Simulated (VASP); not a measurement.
# ZnSe (F-43m) in VASP: a series of runs, part 2 of 2

VASP 6.6.1. Earlier steps stand in the parts before.

**3. Single point, r2SCAN (volume scaled by 0.97)**

File POSCAR:

```
ZnSe
1.0
    0.0000000000      2.8043276891      2.8043276891
    2.8043276891      0.0000000000      2.8043276891
    2.8043276891      2.8043276891      0.0000000000
Zn Se
1 1
Direct
    0.0000000000      0.0000000000      0.0000000000
    0.2500000000      0.2500000000      0.2500000000
```

File INCAR.step1:

```
SYSTEM = ZnSe
PREC = Accurate
ENCUT = 520
ISMEAR = 0
SIGMA = 0.02
LREAL = .False.
LASPH = .True.
NELM = 100
NBANDS = 16
GGA = PE
ALGO = Normal
EDIFF = 1E-4
LWAVE = .True.
LCHARG = .False.
```

File INCAR.step2:

```
SYSTEM = ZnSe
PREC = Accurate
ENCUT = 520
EDIFF = 1E-6
ISMEAR = 0
SIGMA = 0.02
LREAL = .False.
LASPH = .True.
NELM = 100
ALGO = Normal
ISIF = 2
LWAVE = .False.
LCHARG = .True.
METAGGA = R2SCAN
LMIXTAU = .True.
LELF = .True.
LVHAR = .True.
NBANDS = 16
ISTART = 1
```

File KPOINTS:

```
regular mesh
0
Gamma
  8 8 8
  0 0 0
```

Potentials or basis: VASP PAW PBE potentials, release 64 (Zn, Se).

Started as:

```console
$ cat potpaw_PBE.64/Zn/POTCAR potpaw_PBE.64/Se/POTCAR > POTCAR
$ cp INCAR.step1 INCAR
$ mpirun -np 1 vasp_std > vasp.out
$ cp INCAR.step2 INCAR
$ mpirun -np 1 vasp_std > vasp.out
```

OUTCAR:

```text
SYSTEM = ZnSe
   PREC = Accurate
   ENCUT = 520
   EDIFF = 1E-6
   ISMEAR = 0
   LREAL = .False.
   LASPH = .True.
   NELM = 100
   ISIF = 2
   METAGGA = R2SCAN
   ISTART = 1

 ion  position               nearest neighbor table
   1  0.000  0.000  0.000-   2 2.43   2 2.43   2 2.43   2 2.43
   2  0.250  0.250  0.250-   1 2.43   1 2.43   1 2.43   1 2.43

  LATTYP: Found a face centered cubic cell.
 ALAT       =     5.6086553782

  Lattice vectors:

 A1 = (   0.0000000000,   2.8043276891,   2.8043276891)
 A2 = (   2.8043276891,   0.0000000000,   2.8043276891)
 A3 = (   2.8043276891,   2.8043276891,   0.0000000000)

Analysis of symmetry for initial positions (statically):
=====================================================================
 Subroutine PRICEL returns:
 Original cell was already a primitive cell.

 Routine SETGRP: Setting up the symmetry group for a
 face centered cubic supercell.

 Subroutine GETGRP returns: Found 24 space group operations
 (whereof 24 operations were pure point group operations)
 out of a pool of 48 trial point group operations.

The static configuration has the point symmetry T_d .

Analysis of symmetry for dynamics (positions and initial velocities):
=====================================================================
 Subroutine PRICEL returns:
 Original cell was already a primitive cell.

 Routine SETGRP: Setting up the symmetry group for a
 face centered cubic supercell.

 Subroutine GETGRP returns: Found 24 space group operations
 (whereof 24 operations were pure point group operations)
 out of a pool of 48 trial point group operations.

The dynamic configuration has the point symmetry T_d .

 Subroutine INISYM returns: Found 24 space group operations
 (whereof 24 operations are pure point group operations),
 and found     1 'primitive' translations

----------------------------------------------------------------------------------------

                                     Primitive cell

  volume of cell :      44.1079

[... 103 lines left out ...]
   ISMEAR =     0;   SIGMA  =   0.02  broadening in eV -4-tet -1-fermi 0-gaus
   EFERMI_NEDOS =   21; number of points for ismear=-14 and -15
   IALGO  =     38    algorithm
   IMIX   =      4    mixing-type and parameters
     AMIX     =   0.40;   BMIX     =  1.00
     AMIX_MAG =   1.60;   BMIX_MAG =  1.00
  volume/ion in A,a.u.               =      22.05       148.83
  Fermi-wavevector in a.u.,A,eV,Ry     =   1.214303  2.294699 20.062208  1.474531
  Thomas-Fermi vector in A             =   2.349727
   LORBIT       =      0    0 simple, 1 ext, 2 COOP (PROOUT), +10 PAW based schemes
   METAGGA = R2SCAN    functional components
   LHFCALC =     F    Hartree Fock is set to
   AEXX    =    0.0000 exact exchange contribution
   IVDW    =     0    specifies the selected vdW correction
   LEPSILON=     F    determine dielectric tensor
   LRPA    =     F    only Hartree local field effects (RPA)
 non-spin polarized calculation
 Gauss-broadening in eV      SIGMA  =   0.02
  energy-cutoff  :      520.00
  volume of cell :       44.11
 maximum number of plane-waves:      1243
 NGX is ok and might be reduce to    30
   NGX = 15   NGY = 15   NGZ = 15

 number of electron      17.9999989 magnetization

 Free energy of the ion-electron system (eV)
  ---------------------------------------------------
  ext. energy  EPLUGINS =         0.00000000
  ---------------------------------------------------
  free energy    TOTEN  =       -24.90014653 eV

  energy without entropy =      -24.90014653  energy(sigma->0) =      -24.90014653

 E-fermi :   1.7221     XC(G=0): -10.0741

 val. band max:        1.5741210039   @ k =   0.0000   0.0000   0.0000
 cond. band min:       3.5795591755   @ k =   0.0000   0.0000   0.0000
 fundamental gap:      2.0054381716
 Fermi energy:         1.7221285016

 k-point     1 :       0.0000    0.0000    0.0000
  band No.  band energies     occupation
      1     -12.3538      2.00000
      2      -5.2380      2.00000
      3      -5.2380      2.00000
      4      -5.2380      2.00000
      5      -4.7983      2.00000
      6      -4.7983      2.00000
[... 433 lines left out ...]
      3      -5.0758      2.00000
      4      -4.8388      2.00000
      5      -4.7923      2.00000
      6      -4.5775      2.00000
[... 8 lines left out ...]
     15      15.1318      0.00000
     16      16.0570      0.00000

 [... further k-points ...]
[... 5 lines left out ...]
  --------------------------------------------------------------------------------------
  -------------------------------------------------------------------------------------
  Total        0.6142352      0.6142352      0.6142352      0.0000000     -0.0000000      0.0000000
  in kB       22.3115128     22.3115128     22.3115128      0.0000000     -0.0000000      0.0000000
  external PRESSURE =      22.3115128 kB  Pullay stress =       0.0000000 kB

 VOLUME and BASIS-vectors are now :
 -----------------------------------------------------------------------------
  energy-cutoff  :      520.00
  volume of cell :       44.11
      direct lattice vectors                 reciprocal lattice vectors
     0.000000000  2.804327689  2.804327689    -0.178295854  0.178295854  0.178295854
     2.804327689  0.000000000  2.804327689     0.178295854 -0.178295854  0.178295854
     2.804327689  2.804327689  0.000000000     0.178295854  0.178295854 -0.178295854

 POSITION                                       TOTAL-FORCE (eV/Angst)
 -----------------------------------------------------------------------------------
      0.00000      0.00000      0.00000         0.000000      0.000000      0.000000
      1.40216      1.40216      1.40216        -0.000000     -0.000000     -0.000000
 -----------------------------------------------------------------------------------
    total drift:                                0.000028      0.000028      0.000029

  FREE ENERGIE OF THE ION-ELECTRON SYSTEM (eV)
  ---------------------------------------------------
  free  energy   TOTEN  =       -24.9001465271 eV

  energy  without entropy=      -24.9001465271  energy(sigma->0) =      -24.90014653
```

OUTCAR.step1:

```text
SYSTEM = ZnSe
   PREC = Accurate
   ENCUT = 520
   ISMEAR = 0
   LREAL = .False.
   LASPH = .True.
[... 678 lines left out ...]
      0.00000      0.00000      0.00000         0.000000      0.000000      0.000000
      1.40216      1.40216      1.40216        -0.000000     -0.000000     -0.000000
 -----------------------------------------------------------------------------------
    total drift:                                0.000000      0.000000      0.000001

  FREE ENERGIE OF THE ION-ELECTRON SYSTEM (eV)
  ---------------------------------------------------
  free  energy   TOTEN  =        -5.9899259430 eV

  energy  without entropy=       -5.9899259430  energy(sigma->0) =       -5.98992594
```

It took 44 s on 1 thread of Intel Xeon 6975P-C (Granite Rapids), shared host; peak memory 0.18 GiB.

What came out:

* Free energy: -24.9001 eV
* Pressure: 2.2 GPa
* Band gap on the k mesh: 2.01 eV, direct

Levels at points of the mesh, in eV from the valence-band top:
```tsv
k point	band 5	band 6	band 7	band 8	band 9	band 10	band 11	band 12	band 13	band 14
(0.00, 0.00, 0.00)	-6.37	-6.37	0.00	0.00	0.00	2.01	6.30	6.30	6.30	10.73
(0.50, 0.00, 0.00)	-6.35	-6.21	-5.52	-0.93	-0.93	3.11	6.86	6.86	9.16	11.88
(0.50, 0.50, 0.00)	-6.32	-6.18	-4.93	-2.35	-2.35	3.26	3.87	11.76	12.29	12.29
```

Caveat: the PAW data sets were made with another functional, which shifts forces and pressure a little.
